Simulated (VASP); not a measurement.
# ZrPb (Pm-3m) in VASP: a series of runs

ZrPb is run at these levels: LDA; tasks: vibrations by perturbation theory.

All numbers are computed with VASP 6.6.1; they aren't measurements. Logs are shortened: lines on timing, memory, paths and dates and some standing lists are left out, and cuts for length are marked.

### 1 The cell of the first run

The structure is cubic, space group Pm-3m (No. 221). The conventional cell has a = 3.329 Å, b = 3.329 Å, c = 3.329 Å, α = 90.00°, β = 90.00°, γ = 90.00°. Zr (site symmetry m-3m) has 8 Pb at 2.88 Å and 6 Zr at 3.33 Å within 3.8 Å. Pb (site symmetry m-3m) has 8 Zr at 2.88 Å and 6 Pb at 3.33 Å within 3.8 Å.

### 2 Vibrations by perturbation theory, LDA

Input file INCAR:

```
ALGO = Normal ; EDIFF = 1E-8
ENCUT = 520 ; IBRION = 8
ISIF = 2 ; ISMEAR = -1
LASPH = True ; LCHARG = False
LREAL = False ; LWAVE = False
NBANDS = 20 ; NELM = 60
NSW = 1 ; PREC = Accurate
SIGMA = 0.15
```

Input file KPOINTS:

```
k-points
0
Gamma
  12 12 12
```

Input file POSCAR:

```
ZrPb
1.0
    3.3292000000      0.0000000000      0.0000000000
    0.0000000000      3.3292000000      0.0000000000
    0.0000000000      0.0000000000      3.3292000000
Zr Pb
1 1
Direct
    0.0000000000      0.0000000000      0.0000000000
    0.5000000000      0.5000000000      0.5000000000
```

Potentials or basis: VASP PAW LDA potentials, release 64 (Zr_sv, Pb_d).

The run is started by

```console
cat potpaw_LDA.64/Zr_sv/POTCAR potpaw_LDA.64/Pb_d/POTCAR > POTCAR
mpirun -np 1 vasp_std > vasp.out
```

OUTCAR:

```text
EDIFF = 1E-8
   ENCUT = 520
   IBRION = 8
   ISIF = 2
   ISMEAR = -1
   LASPH = True
   LREAL = False
   NELM = 60
   NSW = 1
   PREC = Accurate

 ion  position               nearest neighbor table
   1  0.000  0.000  0.000-   2 2.88   2 2.88   2 2.88   2 2.88   2 2.88   2 2.88   2 2.88   2 2.88

   2  0.500  0.500  0.500-   1 2.88   1 2.88   1 2.88   1 2.88   1 2.88   1 2.88   1 2.88   1 2.88

  LATTYP: Found a simple cubic cell.
 ALAT       =     3.3292000000

  Lattice vectors:

 A1 = (   3.3292000000,   0.0000000000,   0.0000000000)
 A2 = (   0.0000000000,   3.3292000000,   0.0000000000)
 A3 = (   0.0000000000,   0.0000000000,   3.3292000000)

Analysis of symmetry for initial positions (statically):
=====================================================================
 Subroutine PRICEL returns:
 Original cell was already a primitive cell.

 Routine SETGRP: Setting up the symmetry group for a
 simple cubic supercell.

 Subroutine GETGRP returns: Found 48 space group operations
 (whereof 48 operations were pure point group operations)
 out of a pool of 48 trial point group operations.

The static configuration has the point symmetry O_h .

Analysis of symmetry for dynamics (positions and initial velocities):
=====================================================================
 Subroutine PRICEL returns:
 Original cell was already a primitive cell.

 Routine SETGRP: Setting up the symmetry group for a
 simple cubic supercell.

 Subroutine GETGRP returns: Found 48 space group operations
 (whereof 48 operations were pure point group operations)
 out of a pool of 48 trial point group operations.

The dynamic configuration has the point symmetry O_h .

 Subroutine INISYM returns: Found 48 space group operations
 (whereof 48 operations are pure point group operations),
 and found     1 'primitive' translations

----------------------------------------------------------------------------------------

                                     Primitive cell

  volume of cell :      36.8994

  direct lattice vectors                    reciprocal lattice vectors
     3.329200000  0.000000000  0.000000000     0.300372462  0.000000000  0.000000000
     0.000000000  3.329200000  0.000000000     0.000000000  0.300372462  0.000000000
     0.000000000  0.000000000  3.329200000     0.000000000  0.000000000  0.300372462

  length of vectors
     3.329200000  3.329200000  3.329200000     0.300372462  0.300372462  0.300372462

  position of ions in fractional coordinates (direct lattice)
     0.000000000  0.000000000  0.000000000
     0.500000000  0.500000000  0.500000000

  ion indices of the primitive-cell ions
   primitive index   ion index
                 1           1
                 2           2

----------------------------------------------------------------------------------------

 KPOINTS: k-points

Automatic generation of k-mesh.
 Grid dimensions read from file:
 generate k-points for:   12   12   12

 Generating k-lattice:

  Cartesian coordinates                     Fractional coordinates (reciprocal lattice)
     0.025031038  0.000000000  0.000000000     0.083333333  0.000000000  0.000000000
     0.000000000  0.025031038  0.000000000     0.000000000  0.083333333  0.000000000
     0.000000000  0.000000000  0.025031038     0.000000000  0.000000000  0.083333333

  Length of vectors
     0.025031038  0.025031038  0.025031038

  Shift w.r.t. Gamma in fractional coordinates (k-lattice)
     0.000000000  0.000000000  0.000000000

 Subroutine IBZKPT returns following result:
 ===========================================

 Found     84 irreducible k-points:

 Following reciprocal coordinates:
            Coordinates               Weight
  0.000000  0.000000  0.000000      1.000000
  0.083333  0.000000  0.000000      6.000000
  0.166667  0.000000  0.000000      6.000000
  0.250000  0.000000  0.000000      6.000000
  0.333333  0.000000  0.000000      6.000000
  0.416667  0.000000  0.000000      6.000000
[... 16 lines left out ...]
  0.333333  0.333333  0.000000     12.000000
  0.416667  0.333333  0.000000     24.000000
 [... further k-points ...]
   k-points           NKPTS =     84   k-points in BZ     NKDIM =     84   number of bands    NBANDS=     20
   number of dos      NEDOS =    301   number of ions     NIONS =      2
   total plane-waves  NPLWV =  21952
   dimension x,y,z NGX =    28 NGY =   28 NGZ =   28
   dimension x,y,z NGXF=    56 NGYF=   56 NGZF=   56
   ions per type =               1   1
   NGX,Y,Z   is equivalent  to a cutoff of  13.98, 13.98, 13.98 a.u.
   NGXF,Y,Z  is equivalent  to a cutoff of  27.96, 27.96, 27.96 a.u.
 SYSTEM =  unknown system
   PREC   = accura    normal or accurate (medium, high low for compatibility)
   ISTART =      0    job   : 0-new  1-cont  2-samecut
   ICHARG =      2    charge: 1-file 2-atom 10-const
   ISPIN  =      1    spin polarized calculation?
   LNONCOLLINEAR =      F non collinear calculations
   LSORBIT =      F    spin-orbit coupling
   LASPH  =      T    aspherical Exc in radial PAW
   ENCUT  =  520.0 eV  38.22 Ry    6.18 a.u.   6.19  6.19  6.19*2*pi/ulx,y,z
   NELM   =     60;   NELMIN=  2; NELMDL= -5     # of ELM steps
   EDIFF  = 0.1E-07   stopping-criterion for ELM
   LREAL  =      F    real-space projection
   EDIFFG = 0.1E-06   stopping-criterion for IOM
   NSW    =      1    number of steps for IOM
   IBRION =      8    ionic relax: 0-MD 1-quasi-New 2-CG
   NFREE  =      0    steps in history (QN), initial steepest desc. (CG)
   ISIF   =      2    stress and relaxation
   ISYM   =      2    0-nonsym 1-usesym 2-fastsym
   POTIM  = 0.5000    time-step for ionic-motion
   TEBEG  =    0.0;   TEEND  =   0.0 temperature during run
   PSTRESS=    0.0 pullay stress
   NELECT =      26.0000    total number of electrons
   NUPDOWN=      -1.0000    fix difference up-down
   EMIN   =  10.00;   EMAX   =-10.00  energy-range for DOS
   EFERMI =   0.00;   METHOD = LEGACY
   ISMEAR =    -1;   SIGMA  =   0.15  broadening in eV -4-tet -1-fermi 0-gaus
   EFERMI_NEDOS =   21; number of points for ismear=-14 and -15
   IALGO  =     38    algorithm
   IMIX   =      4    mixing-type and parameters
     AMIX     =   0.40;   BMIX     =  1.00
     AMIX_MAG =   1.60;   BMIX_MAG =  1.00
  volume/ion in A,a.u.               =      18.45       124.50
  Fermi-wavevector in a.u.,A,eV,Ry     =   1.456776  2.752907 28.874227  2.122196
  Thomas-Fermi vector in A             =   2.573655
   LORBIT       =      0    0 simple, 1 ext, 2 COOP (PROOUT), +10 PAW based schemes
   GGA     = CA    functional components
   LHFCALC =     F    Hartree Fock is set to
   AEXX    =    0.0000 exact exchange contribution
   IVDW    =     0    specifies the selected vdW correction
   LEPSILON=     F    determine dielectric tensor
   LRPA    =     F    only Hartree local field effects (RPA)
 non-spin polarized calculation
  energy-cutoff  :      520.00
  volume of cell :       36.90
 maximum number of plane-waves:      1021
 NGX is ok and might be reduce to    28
   NGX = 13   NGY = 13   NGZ = 13

--------------------------------------- Ionic step        1  -------------------------------------------

 number of electron      26.0000003 magnetization

 Free energy of the ion-electron system (eV)
  ---------------------------------------------------
  ext. energy  EPLUGINS =         0.00000000
  ---------------------------------------------------
  free energy    TOTEN  =       -13.17134509 eV

  energy without entropy =      -13.01616112  energy(sigma->0) =      -13.09375310

 E-fermi :  12.6953     XC(G=0): -12.7442

 val. band max:       12.6942263571   @ k =   0.4167   0.3333   0.1667
 cond. band min:      12.6988888565   @ k =   0.4167   0.3333   0.2500
 fundamental gap:      0.0046624995
 Fermi energy:        12.6953255613

 k-point     1 :       0.0000    0.0000    0.0000
  band No.  band energies     occupation
      1     -35.4756      2.00000
      2     -13.6227      2.00000
      3     -13.6227      2.00000
      4     -13.6227      2.00000
      5      -4.7343      2.00000
      6      -4.7343      2.00000
[... 541 lines left out ...]
     19      20.1764      0.00000
     20      22.5574      0.00000

 [... further k-points ...]

------------------------ aborting loop because EDIFF is reached ----------------------------------------

  FORCE on cell =-STRESS in cart. coord.  units (eV):
  Direction    XX          YY          ZZ          XY          YZ          ZX
  --------------------------------------------------------------------------------------
  -------------------------------------------------------------------------------------
  Total        7.1889676      7.1889676      7.1889676     -0.0000000     -0.0000000     -0.0000000
  in kB      312.1457657    312.1457657    312.1457657     -0.0000000     -0.0000000     -0.0000000
  external PRESSURE =     312.1457657 kB  Pullay stress =       0.0000000 kB

 VOLUME and BASIS-vectors are now :
 -----------------------------------------------------------------------------
  energy-cutoff  :      520.00
  volume of cell :       36.90
      direct lattice vectors                 reciprocal lattice vectors
     3.329200000  0.000000000  0.000000000     0.300372462  0.000000000  0.000000000
     0.000000000  3.329200000  0.000000000     0.000000000  0.300372462  0.000000000
     0.000000000  0.000000000  3.329200000     0.000000000  0.000000000  0.300372462

 POSITION                                       TOTAL-FORCE (eV/Angst)
 -----------------------------------------------------------------------------------
      0.00000      0.00000      0.00000         0.000000      0.000000      0.000000
      1.66460      1.66460      1.66460         0.000000      0.000000      0.000000
 -----------------------------------------------------------------------------------
    total drift:                                0.000000      0.000000      0.000000

  FREE ENERGIE OF THE ION-ELECTRON SYSTEM (eV)
  ---------------------------------------------------
  free  energy   TOTEN  =       -13.1713450884 eV

  energy  without entropy=      -13.0161611205  energy(sigma->0) =      -13.09375310

[... ionic steps 2 to 3 ...]

--------------------------------------- Ionic step        4  -------------------------------------------

------------------------ aborting loop because EDIFF is reached ----------------------------------------

[... ionic steps 5 to 6 ...]

--------------------------------------- Ionic step        7  -------------------------------------------

 Free energy of the ion-electron system (eV)
  ---------------------------------------------------
  ---------------------------------------------------
  free energy    TOTEN  =        -0.32811631 eV

  energy without entropy =       -0.32811630

------------------------ aborting loop because EDIFF is reached ----------------------------------------

 INTERNAL STRAIN TENSOR  FOR ION    2  DIRECTION 1   (eV/Angst):
 -----------------------------------------------------------------------------
     0.03213 -0.00000 -0.00000
     0.00000 -0.01227 -0.00000
    -0.00000 -0.00000 -0.01227

 INTERNAL STRAIN TENSOR FOR ION    2 for displacements in x,y,z  (eV/Angst):
          X           Y           Z          XY          YZ          ZX
  --------------------------------------------------------------------------------
  x     0.00000     0.00000     0.00000     0.00000     0.00000     0.00000
  y     0.00000     0.00000     0.00000     0.00000     0.00000     0.00000
  z     0.00000     0.00000     0.00000     0.00000     0.00000     0.00000

 SECOND DERIVATIVES (NOT SYMMETRIZED)
 ------------------------------------
               1X          1Y          1Z          2X          2Y          2Z
  1X   -11.324516    0.000000    0.000000   11.324516   -0.000000    0.000000
  1Y     0.000000  -11.324516    0.000000   -0.000000   11.324516   -0.000000
  1Z     0.000000    0.000000  -11.324516   -0.000000   -0.000000   11.324516
  2X    11.332364   -0.000000    0.000000  -11.332364    0.000000   -0.000000
  2Y     0.000000   11.332364    0.000000   -0.000000  -11.332364   -0.000000
  2Z     0.000000    0.000000   11.332364   -0.000000   -0.000000  -11.332364

 Eigenvectors and eigenvalues of the dynamical matrix
 ----------------------------------------------------

   1 f  =    6.611104 THz    41.538792 2PiTHz  220.522696 cm-1    27.341317 meV
             X         Y         Z           dx          dy          dz
      0.000000  0.000000  0.000000    -0.833167    0.000000    0.000000
      1.664600  1.664600  1.664600     0.553022    0.000000    0.000000
[... 21 lines left out ...]
   6 f/i=    0.001055 THz     0.006629 2PiTHz    0.035195 cm-1     0.004364 meV
             X         Y         Z           dx          dy          dz
      0.000000  0.000000  0.000000    -0.000000    0.000000   -0.553022
      1.664600  1.664600  1.664600     0.000000    0.000000   -0.833167

--------------------------------------------------------------------------------------------------------

 ELASTIC MODULI CONTR FROM IONIC RELAXATION (kBar)
 Direction    XX          YY          ZZ          XY          YZ          ZX
 --------------------------------------------------------------------------------
 XX           0.0000      0.0000      0.0000      0.0000      0.0000      0.0000
 YY           0.0000      0.0000      0.0000      0.0000      0.0000      0.0000
 ZZ           0.0000      0.0000      0.0000      0.0000      0.0000      0.0000
 XY           0.0000      0.0000      0.0000      0.0000      0.0000      0.0000
 YZ           0.0000      0.0000      0.0000      0.0000      0.0000      0.0000
 ZX           0.0000      0.0000      0.0000      0.0000      0.0000      0.0000
 --------------------------------------------------------------------------------
```

It took 5.3 min on 1 thread of AMD EPYC 9R45 (Zen 5), shared host; peak memory 0.42 GiB.

What came out:

```yaml
Highest_phonon_frequency_at_Γ: 221 cm⁻¹
```

Phonon frequencies in cm⁻¹ (negative: imaginary):
```tsv
q point	frequencies
(0.000, 0.000, 0.000)	0 0 0 221 221 221
```

Caveat: the cell stands under pressure or tension, which shifts response properties; spin-orbit coupling is left out, which moves the levels of the heavy elements.

[end of part 1 of 2]
